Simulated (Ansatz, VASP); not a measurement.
BN in VASP and in Ansatz

```xyz
2
Lattice="0.0000 1.8075 1.8075 1.8075 0.0000 1.8075 1.8075 1.8075 0.0000" Properties=species:S:1:pos:R:3 pbc="T T T"
B    -0.0167    0.0282    0.0766
N     0.8181    0.9325    0.9224
```

Alike in both runs: task single point; functional r2SCAN; k mesh 7 × 7 × 7; no spin polarisation.

|  | VASP | Ansatz |
| --- | --- | --- |
| version | VASP 6.6.1 | Ansatz 0.2.0 |
| potentials or method | VASP PAW PBE potentials, release 64 (B, N), cutoff 520 eV | plane waves, PAW |
| occupations | gaussian, width 0.01 eV | fixed |
| valence electrons in the cell | 8 | 8 |

```csv
,VASP,Ansatz,Ansatz less VASP
rms of the force components (eV/Å),1.272,1.271,-0.0018
```

VASP's potentials were made for PBE, not for r2SCAN. Atom by atom the forces differ by 0.003 eV/Å (rms over components).

The k mesh is coarse, so the values compare programs but aren't converged.
